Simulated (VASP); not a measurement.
# Mg5Te2 (P-6m2) in VASP: single point with PBE

Aim: the single point of Mg5Te2 with PBE.

Program: VASP 6.6.1. These are calculated values, not measurements. Logs are shortened: lines on timing, memory, paths and dates and some standing lists are left out, and cuts for length are marked.

### Step 1. The cell of the first run

It takes space group P-6m2 (No. 187, hexagonal). The conventional cell has a = 4.789 Å, b = 4.789 Å, c = 9.918 Å, α = 90.00°, β = 90.00°, γ = 120.00°. Within 3.6 Å of Mg (site symmetry -6m2) lie 3 Te at 2.76 Å and 6 Mg at 3.43 Å. Mg (site symmetry 3m) has 4 Mg at 3.08 to 3.17 Å and 4 Te at 3.19 to 3.37 Å within 4.1 Å. Mg (site symmetry 3m) has 7 Mg at 3.08 to 4.05 Å and 6 Te at 3.43 to 4.03 Å within 4.1 Å. Within 4.2 Å of Te (site symmetry -6m2) lie 12 Mg at 3.19 to 4.03 Å. Within 3.6 Å of Te (site symmetry -6m2) lie 11 Mg at 2.76 to 3.43 Å.

### Step 2. Single point, PBE

Contents of INCAR:

```
SYSTEM = Mg5Te2
PREC = Accurate ; ENCUT = 600
EDIFF = 1E-6 ; ISMEAR = 0
SIGMA = 0.2 ; LREAL = .FALSE.
LASPH = .TRUE. ; NELM = 120
ALGO = Normal ; ISIF = 2
LWAVE = .FALSE. ; LCHARG = .TRUE.
GGA = PE ; LELF = .TRUE.
LVHAR = .TRUE. ; NBANDS = 20
GGA_COMPAT = .FALSE.
```

Contents of KPOINTS:

```
Automatic mesh
0
G
  4 4 2
  0 0 0
```

Contents of POSCAR:

```
Mg5Te2
1.0
    4.7889141012      0.0000000000      0.0000000000
   -2.3944570506      4.1473212682      0.0000000000
    0.0000000000      0.0000000000      9.9178180406
Mg Te
5 2
Direct
    0.6666666667      0.3333333333      0.5000000000
    0.3333333333      0.6666666667      0.8401866401
    0.3333333333      0.6666666667      0.1598133599
    0.0000000000      0.0000000000      0.7040180079
    0.0000000000      0.0000000000      0.2959819921
    0.6666666667      0.3333333333      0.0000000000
    0.3333333333      0.6666666667      0.5000000000
```

Potentials or basis: VASP PAW PBE potentials, release 64 (Mg, Te).

On the command line:

```console
> cat potpaw_PBE.64/Mg/POTCAR potpaw_PBE.64/Te/POTCAR > POTCAR
> mpirun -np 1 vasp_std > vasp.out
```

OUTCAR:

```text
SYSTEM = Mg5Te2
   PREC = Accurate
   ENCUT = 600
   EDIFF = 1E-6
   ISMEAR = 0
   LREAL = .FALSE.
   LASPH = .TRUE.
   NELM = 120
   ISIF = 2
   GGA = PE

 ion  position               nearest neighbor table
   1  0.667  0.333  0.500-   7 2.76   7 2.76   7 2.76   4 3.43   5 3.43   4 3.43   5 3.43   4 3.43
                             5 3.43
   2  0.333  0.667  0.840-   4 3.08   4 3.08   4 3.08   3 3.17   6 3.19   6 3.19   6 3.19   7 3.37

   3  0.333  0.667  0.160-   5 3.08   5 3.08   5 3.08   2 3.17   6 3.19   6 3.19   6 3.19   7 3.37

   4  0.000  0.000  0.704-   2 3.08   2 3.08   2 3.08   7 3.43   1 3.43   1 3.43   7 3.43   7 3.43
                             1 3.43
   5  0.000  0.000  0.296-   3 3.08   3 3.08   3 3.08   7 3.43   1 3.43   1 3.43   7 3.43   7 3.43
                             1 3.43
   6  0.667  0.333  0.000-   2 3.19   3 3.19   2 3.19   3 3.19   2 3.19   3 3.19
   7  0.333  0.667  0.500-   1 2.76   1 2.76   1 2.76   3 3.37   2 3.37   5 3.43   4 3.43   5 3.43
                             4 3.43   5 3.43   4 3.43

  LATTYP: Found a hexagonal cell.
 ALAT       =     4.7889141012
 C/A-ratio  =     2.0709951841

  Lattice vectors:

 A1 = (   4.7889141012,   0.0000000000,   0.0000000000)
 A2 = (  -2.3944570506,   4.1473212682,   0.0000000000)
 A3 = (   0.0000000000,   0.0000000000,   9.9178180406)

Analysis of symmetry for initial positions (statically):
=====================================================================
 Subroutine PRICEL returns:
 Original cell was already a primitive cell.

 Routine SETGRP: Setting up the symmetry group for a
 hexagonal supercell.

 Subroutine GETGRP returns: Found 12 space group operations
 (whereof 12 operations were pure point group operations)
 out of a pool of 24 trial point group operations.

The static configuration has the point symmetry D_3h.

Analysis of symmetry for dynamics (positions and initial velocities):
=====================================================================
 Subroutine PRICEL returns:
 Original cell was already a primitive cell.

 Routine SETGRP: Setting up the symmetry group for a
 hexagonal supercell.

 Subroutine GETGRP returns: Found 12 space group operations
 (whereof 12 operations were pure point group operations)
 out of a pool of 24 trial point group operations.

The dynamic configuration has the point symmetry D_3h.

 Subroutine INISYM returns: Found 12 space group operations
 (whereof 12 operations are pure point group operations),
 and found     1 'primitive' translations

----------------------------------------------------------------------------------------

                                     Primitive cell

  volume of cell :     196.9794

  direct lattice vectors                    reciprocal lattice vectors
     4.788914101  0.000000000  0.000000000     0.208815606  0.120559746  0.000000000
    -2.394457051  4.147321268  0.000000000     0.000000000  0.241119493  0.000000000
     0.000000000  0.000000000  9.917818041     0.000000000  0.000000000  0.100828629

  length of vectors
     4.788914101  4.788914101  9.917818041     0.241119493  0.241119493  0.100828629

  position of ions in fractional coordinates (direct lattice)
     0.666666667  0.333333333  0.500000000
     0.333333333  0.666666667  0.840186640
     0.333333333  0.666666667  0.159813360
     0.000000000  0.000000000  0.704018008
     0.000000000  0.000000000  0.295981992
     0.666666667  0.333333333  0.000000000
     0.333333333  0.666666667  0.500000000

  ion indices of the primitive-cell ions
   primitive index   ion index
                 1           1
                 2           2
                 3           3
                 4           4
                 5           5
                 6           6
                 7           7

----------------------------------------------------------------------------------------

 KPOINTS: Automatic mesh

Automatic generation of k-mesh.
 Grid dimensions read from file:
 generate k-points for:    4    4    2

 Generating k-lattice:

  Cartesian coordinates                     Fractional coordinates (reciprocal lattice)
     0.052203901  0.030139937  0.000000000     0.250000000  0.000000000  0.000000000
     0.000000000  0.060279873  0.000000000     0.000000000  0.250000000  0.000000000
     0.000000000  0.000000000  0.050414315     0.000000000  0.000000000  0.500000000

  Length of vectors
     0.060279873  0.060279873  0.050414315

  Shift w.r.t. Gamma in fractional coordinates (k-lattice)
     0.000000000  0.000000000  0.000000000

 Subroutine IBZKPT returns following result:
 ===========================================

 Found      8 irreducible k-points:

 Following reciprocal coordinates:
            Coordinates               Weight
  0.000000  0.000000  0.000000      1.000000
  0.250000 -0.000000  0.000000      6.000000
  0.500000 -0.000000  0.000000      3.000000
  0.250000  0.250000  0.000000      6.000000
  0.000000  0.000000  0.500000      1.000000
  0.250000 -0.000000  0.500000      6.000000
  0.500000 -0.000000  0.500000      3.000000
  0.250000  0.250000  0.500000      6.000000
   k-points           NKPTS =      8   k-points in BZ     NKDIM =      8   number of bands    NBANDS=     20
   number of dos      NEDOS =    301   number of ions     NIONS =      7
   total plane-waves  NPLWV = 128000
   dimension x,y,z NGX =    40 NGY =   40 NGZ =   80
   dimension x,y,z NGXF=    80 NGYF=   80 NGZF=  160
   ions per type =               5   2
   NGX,Y,Z   is equivalent  to a cutoff of  13.89, 13.89, 13.41 a.u.
   NGXF,Y,Z  is equivalent  to a cutoff of  27.77, 27.77, 26.82 a.u.
 SYSTEM =  Mg5Te2
   PREC   = accura    normal or accurate (medium, high low for compatibility)
   ISTART =      0    job   : 0-new  1-cont  2-samecut
   ICHARG =      2    charge: 1-file 2-atom 10-const
   ISPIN  =      1    spin polarized calculation?
   LNONCOLLINEAR =      F non collinear calculations
   LSORBIT =      F    spin-orbit coupling
   LASPH  =      T    aspherical Exc in radial PAW
   ENCUT  =  600.0 eV  44.10 Ry    6.64 a.u.   9.56  9.56 19.81*2*pi/ulx,y,z
   NELM   =    120;   NELMIN=  2; NELMDL= -5     # of ELM steps
   EDIFF  = 0.1E-05   stopping-criterion for ELM
   LREAL  =      F    real-space projection
[... 7 lines left out ...]
   TEBEG  =    0.0;   TEEND  =   0.0 temperature during run
   PSTRESS=    0.0 pullay stress
   NELECT =      22.0000    total number of electrons
   NUPDOWN=      -1.0000    fix difference up-down
   EMIN   =  10.00;   EMAX   =-10.00  energy-range for DOS
   EFERMI =   0.00;   METHOD = LEGACY
   ISMEAR =     0;   SIGMA  =   0.20  broadening in eV -4-tet -1-fermi 0-gaus
   EFERMI_NEDOS =   21; number of points for ismear=-14 and -15
   IALGO  =     38    algorithm
   IMIX   =      4    mixing-type and parameters
     AMIX     =   0.40;   BMIX     =  1.00
     AMIX_MAG =   1.60;   BMIX_MAG =  1.00
  volume/ion in A,a.u.               =      28.14       189.90
  Fermi-wavevector in a.u.,A,eV,Ry     =   0.788392  1.489844  8.456860  0.621562
  Thomas-Fermi vector in A             =   1.893324
   LORBIT       =      0    0 simple, 1 ext, 2 COOP (PROOUT), +10 PAW based schemes
   GGA     = PE    functional components
   LHFCALC =     F    Hartree Fock is set to
   AEXX    =    0.0000 exact exchange contribution
   IVDW    =     0    specifies the selected vdW correction
   LEPSILON=     F    determine dielectric tensor
   LRPA    =     F    only Hartree local field effects (RPA)
 non-spin polarized calculation
 Gauss-broadening in eV      SIGMA  =   0.20
  energy-cutoff  :      600.00
  volume of cell :      196.98
 maximum number of plane-waves:      6652
 NGX is ok and might be reduce to    40
   NGX = 19   NGY = 19   NGZ = 39

 number of electron      21.9999999 magnetization

 Free energy of the ion-electron system (eV)
  ---------------------------------------------------
  ext. energy  EPLUGINS =         0.00000000
  ---------------------------------------------------
  free energy    TOTEN  =       -13.98840145 eV

  energy without entropy =      -13.94355469  energy(sigma->0) =      -13.96597807

 E-fermi :   3.7778     XC(G=0):  -8.4168

 val. band max:        3.6005131060   @ k =   0.2500   0.2500   0.5000
 cond. band min:       3.8308978027   @ k =   0.2500  -0.0000   0.5000
 fundamental gap:      0.2303846967
 Fermi energy:         3.7778347717

 k-point     1 :       0.0000    0.0000    0.0000
  band No.  band energies     occupation
      1      -8.7921      2.00000
      2      -7.7829      2.00000
      3      -2.0300      2.00000
      4       0.3302      2.00000
      5       0.3816      2.00000
      6       0.3816      2.00000
[... 12 lines left out ...]
     19       6.5041      0.00000
     20       7.0728      0.00000

 k-point     2 :       0.2500   -0.0000    0.0000
  band No.  band energies     occupation
      1      -8.6153      2.00000
      2      -7.6261      2.00000
      3      -1.5667      2.00000
      4      -1.3653      2.00000
      5      -0.3799      2.00000
      6       0.0282      2.00000
[... 12 lines left out ...]
     19       7.2217      0.00000
     20       7.7173      0.00000

 k-point     3 :       0.5000   -0.0000    0.0000
  band No.  band energies     occupation
      1      -8.4148      2.00000
      2      -7.4507      2.00000
      3      -2.2866      2.00000
      4      -1.2066      2.00000
      5      -0.6926      2.00000
      6      -0.2516      2.00000
[... 12 lines left out ...]
     19       8.0914      0.00000
     20       8.5344      0.00000

 k-point     4 :       0.2500    0.2500    0.0000
  band No.  band energies     occupation
      1      -8.4172      2.00000
      2      -7.4522      2.00000
      3      -1.9375      2.00000
      4      -1.1018      2.00000
      5      -0.8869      2.00000
      6      -0.7906      2.00000
[... 12 lines left out ...]
     19       7.5190      0.00000
     20       8.0765      0.00000

 k-point     5 :       0.0000    0.0000    0.5000
  band No.  band energies     occupation
      1      -8.7890      2.00000
      2      -7.7903      2.00000
      3      -1.6296      2.00000
      4      -1.0422      2.00000
      5       0.3834      2.00000
      6       0.3834      2.00000
[... 12 lines left out ...]
     19       7.3091      0.00000
     20       7.3091      0.00000

 k-point     6 :       0.2500   -0.0000    0.5000
  band No.  band energies     occupation
      1      -8.6133      2.00000
      2      -7.6303      2.00000
      3      -1.4429      2.00000
      4      -1.3665      2.00000
      5      -0.3131      2.00000
      6       0.0287      2.00000
[... 12 lines left out ...]
     19       6.9625      0.00000
     20       7.1728      0.00000

 k-point     7 :       0.5000   -0.0000    0.5000
  band No.  band energies     occupation
      1      -8.4144      2.00000
      2      -7.4511      2.00000
      3      -2.2961      2.00000
      4      -1.4282      2.00000
      5      -0.2433      2.00000
      6      -0.1905      2.00000
[... 12 lines left out ...]
     19       7.5871      0.00000
     20       8.0338      0.00000

 k-point     8 :       0.2500    0.2500    0.5000
  band No.  band energies     occupation
      1      -8.4167      2.00000
      2      -7.4529      2.00000
      3      -1.9537      2.00000
      4      -1.2436      2.00000
      5      -1.0434      2.00000
      6      -0.1194      2.00000
[... 12 lines left out ...]
     19       8.0767      0.00000
     20       8.4184      0.00000

------------------------ aborting loop because EDIFF is reached ----------------------------------------

  FORCE on cell =-STRESS in cart. coord.  units (eV):
  Direction    XX          YY          ZZ          XY          YZ          ZX
  --------------------------------------------------------------------------------------
  -------------------------------------------------------------------------------------
  Total        0.0468489      0.0468489     -0.1054338      0.0000000      0.0000000     -0.0000000
  in kB        0.3810563      0.3810563     -0.8575701      0.0000000      0.0000000     -0.0000000
  external PRESSURE =      -0.0318191 kB  Pullay stress =       0.0000000 kB

 VOLUME and BASIS-vectors are now :
 -----------------------------------------------------------------------------
  energy-cutoff  :      600.00
  volume of cell :      196.98
      direct lattice vectors                 reciprocal lattice vectors
     4.788914101  0.000000000  0.000000000     0.208815606  0.120559746  0.000000000
    -2.394457051  4.147321268  0.000000000     0.000000000  0.241119493  0.000000000
     0.000000000  0.000000000  9.917818041     0.000000000  0.000000000  0.100828629

 POSITION                                       TOTAL-FORCE (eV/Angst)
 -----------------------------------------------------------------------------------
      2.39446      1.38244      4.95891        -0.000000      0.000000     -0.000000
     -0.00000      2.76488      8.33282         0.000000      0.000000     -0.015044
     -0.00000      2.76488      1.58500         0.000000     -0.000000      0.015044
      0.00000      0.00000      6.98232        -0.000000     -0.000000     -0.005449
      0.00000      0.00000      2.93550        -0.000000      0.000000      0.005449
      2.39446      1.38244      0.00000        -0.000000      0.000000     -0.000000
     -0.00000      2.76488      4.95891        -0.000000      0.000000     -0.000000
 -----------------------------------------------------------------------------------
    total drift:                                0.000000     -0.000000     -0.000000

  FREE ENERGIE OF THE ION-ELECTRON SYSTEM (eV)
  ---------------------------------------------------
  free  energy   TOTEN  =       -13.9884014548 eV

  energy  without entropy=      -13.9435546941  energy(sigma->0) =      -13.96597807
```

It took 85 s on 1 thread of Intel Xeon 8259CL, shared host; peak memory 0.37 GiB.

What came out:

* Free energy: -13.9884 eV
* Pressure: 0.0 GPa
* Largest force: 0.015 eV/Å
* Band gap on the k mesh: zero (band 11 reaches 4.44 eV, above the bottom of band 12 at 3.60 eV)

Forces on the atoms (eV/Å):
```
Mg   0.000  0.000  0.000
Mg   0.000  0.000 -0.015
Mg   0.000  0.000  0.015
Mg   0.000  0.000 -0.005
Mg   0.000  0.000  0.005
Te   0.000  0.000  0.000
Te   0.000  0.000  0.000
```

Caveat: the k points lie up to 0.38 Å⁻¹ apart; spin-orbit coupling is left out, which moves the levels of the heavy elements.
